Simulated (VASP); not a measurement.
The system is Bi.

```
Bi
1.0
     1.53429   -2.86894    0.00000
     1.53429    2.86894    0.00000
    -1.51443    0.00000    4.12319
Bi
1
Cartesian
  0.7771 0.0000 2.0616
```

- Program: VASP 6.6.1
- Task: relaxation of cell and atoms
- Functional: PBE
- Potentials or basis: VASP PAW PBE potentials, release 64 (Bi_d)
- Cutoff: 600 eV
- k mesh: 6 × 6 × 4
- Occupations: gaussian, width 0.1 eV
- Spin: no spin polarisation

At the start: pressure 6.0 GPa; volume 36.30 Å³/atom.

Problem. How do energy, volume and symmetry change on relaxing?

Solution. Over 16 steps the energy falls by 533.0 meV/atom and the volume is 31.57 Å³/atom (-13.0 %); space group C2/m (No. 12, to 0.05 Å).

Step by step:
| step | energy change (eV) | largest force (eV/Å) | pressure (GPa) | volume (Å³) |
| --- | --- | --- | --- | --- |
| 1 | 0.0000 | 0.0000 | 6.00 | 36.30 |
| 2 | -0.1168 | 0.0000 | -5.26 | 43.59 |
| 3 | -0.1624 | 0.0000 | -2.33 | 40.63 |
| 4 | -0.2805 | 0.0000 | -2.65 | 38.84 |
| 5 | -0.3914 | 0.0000 | -1.13 | 36.13 |
| 6 | -0.4321 | 0.0000 | 0.27 | 33.54 |
| 7 | -0.4357 | 0.0000 | -0.28 | 34.06 |
| 8 | -0.4746 | 0.0000 | -0.63 | 33.27 |
| 9 | -0.5108 | 0.0000 | -0.29 | 32.26 |
| 10 | -0.4797 | 0.0000 | 3.92 | 29.94 |
| 11 | -0.5196 | 0.0000 | 0.46 | 31.67 |
| 12 | -0.5182 | 0.0000 | 1.74 | 30.83 |
| 13 | -0.5232 | 0.0000 | 0.98 | 31.27 |
| 14 | -0.5229 | 0.0000 | -0.94 | 32.09 |
| 15 | -0.5299 | 0.0000 | -0.13 | 31.69 |
| 16 | -0.5330 | 0.0000 | -0.11 | 31.57 |

Final structure:
```cif
data_structure
_symmetry_space_group_name_H-M 'P 1'
_symmetry_Int_Tables_number 1
_cell_length_a 3.4703
_cell_length_b 3.4703
_cell_length_c 3.5831
_cell_angle_alpha 106.090
_cell_angle_beta 106.090
_cell_angle_gamma 119.084
_cell_volume 31.57
loop_
_atom_site_label
_atom_site_type_symbol
_atom_site_fract_x
_atom_site_fract_y
_atom_site_fract_z
_atom_site_occupancy
Bi1 Bi 0.50000 0.50000 0.50000 1
```

Caveat: the k points lie up to 0.52 Å⁻¹ apart in the final cell.
